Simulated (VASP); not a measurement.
Write the native input for VASP 6.6.1 that does the following.

- Task: electric field gradients
- Functional: LDA
- Potentials or basis: VASP PAW LDA potentials, release 64 (Fe)
- Cutoff: 520 eV
- k mesh: 16 × 16 × 16
- Occupations: fermi-dirac, width 0.05 eV
- Spin: collinear spin, ferromagnetic start
- Starting moments: [3.0] μB
- Dipole correction: no
- Further INCAR settings: ALGO = Normal; EDIFF = 1e-08; NBANDS = 14

The structure of Fe lies in POSCAR:

```
Fe
1.0
    0.0000000000      1.9417396906      2.0240583172
    1.4984397099      0.0000000000      2.0240583172
    1.4984397099      1.9417396906      0.0000000000
Fe
1
Direct
    0.0000000000      0.0000000000      0.0000000000
```

This cell differs from its parent crystal: zz strain of +3 %.

One way to write it, as run:

INCAR

```
SYSTEM = Fe
ALGO = Normal
EDIFF = 1E-8
ENCUT = 520
ISIF = 2
ISMEAR = -1
ISPIN = 2
LASPH = .True.
LCHARG = .False.
LEFG = .True.
LMAXMIX = 4
LORBIT = 11
LREAL = .False.
LWAVE = .False.
MAGMOM = 3
NBANDS = 14
NELM = 150
PREC = Accurate
SIGMA = 0.05
```

KPOINTS

```
k-points
0
Gamma
  16 16 16
  0 0 0
```

Potentials or basis: VASP PAW LDA potentials, release 64 (Fe).

Command:

```sh
$ cat potpaw_LDA.64/Fe/POTCAR > POTCAR
$ mpirun -np 1 vasp_std > vasp.out
```

Results of the run:

```json
{
  "Pressure": "-22.7 GPa",
  "Net moment": "2.20 μB per cell",
  "Site moments": "Fe +2.18 μB",
  "Largest electric field gradient by atom": "Fe +6.2 V/Å²",
  "Valence electrons inside the program's atomic spheres": "Fe 7.21"
}
```

Caveat: the cell differs from its parent crystal (zz strain of +3 %); the cell stands under tension; without QUAD_EFG the Cq values of the log hold for a quadrupole moment of 1 mb, not for the nuclei.

Run time: 68 s on 1 thread of Intel(R) Xeon(R) 6975P-C (Granite Rapids) (shared host), peak memory 0.26 GiB.
